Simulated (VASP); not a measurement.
Input of a VASP 6.6.1 run:

File INCAR:

```
SYSTEM = HW8C8
ALGO = Normal
EDIFF = 1E-6
ENCUT = 520
GGA = PE
ISIF = 2
ISMEAR = -1
LASPH = .TRUE.
LCHARG = .FALSE.
LREAL = Auto
LWAVE = .FALSE.
NBANDS = 86
NELM = 100
PREC = Accurate
SIGMA = 0.05
```

The input KPOINTS:

```
k-points
0
G
  3 3 1
  0 0 0
```

POSCAR

```
HW8C8
1.0
    5.7641400000      0.0000000000      0.0000000000
   -2.8820700000      4.9918920000      0.0000000000
    0.0000000000      0.0000000000     17.2358050000
W C H
8 8 1
Direct
    0.0000000000      0.0000000000      0.0580187580
    0.0081456690      0.0013021115      0.2275669747
    0.0000014646      0.4999907851      0.0580187580
   -0.0080793309      0.4900747051      0.2250083474
    0.5000052046      0.0000000000      0.0580187580
    0.4953628052     -0.0044271791      0.2294757918
    0.4999893205      0.4999907851      0.0580187580
    0.5020133722      0.5061207254      0.2236739160
    0.3408761603      0.1696551127      0.1366979958
    0.3252918914      0.1628440679      0.2924145405
    0.3419901089      0.6773183394      0.1353577625
    0.3343945869      0.6624742683      0.2880921431
    0.8275877843      0.1610411443      0.1360539876
    0.8480594910      0.1727000504      0.2989358489
    0.8320838062      0.6680432990      0.1364891283
    0.8315085141      0.6641169320      0.2876047855
    0.8628111049      1.1934352746      0.3632902554
```

Potentials or basis: VASP PAW PBE potentials, release 64 (W_sv, C, H).

The run is started by

```console
$ cat potpaw_PBE.64/W_sv/POTCAR potpaw_PBE.64/C/POTCAR potpaw_PBE.64/H/POTCAR > POTCAR
$ mpirun -np 1 vasp_std > vasp.out
```

Task: Estimate the largest force.

Result: 1.979 eV/Å.

Task: What does it give for the band gap on the k mesh?

Result: Zero (an odd number of electrons rules out a gap without spin polarisation).

Forces in eV/Å, atoms in the order of the input:
```
W    0.039  0.069  0.664
W   -1.142 -0.144 -1.564
W   -0.037 -0.052  0.506
W    0.647  1.323 -0.920
W    0.081  0.209  0.393
W    0.541  1.245 -1.441
W    0.087  0.092  0.132
W    0.339 -1.476 -0.352
C   -0.491 -0.192 -0.368
C    0.846  0.490  0.400
C   -0.412 -0.814 -0.056
C   -0.778 -0.308  1.434
C    0.352  0.401  0.156
C   -0.691 -0.389  1.154
C    0.292 -0.025 -0.665
C    0.384 -0.156  1.192
H   -0.057 -0.272 -0.664
```

Caveat: the k points lie up to 0.42 Å⁻¹ apart, too coarse for converged energies and pressures of a metal; spin-orbit coupling is left out, which moves the levels of the heavy elements.
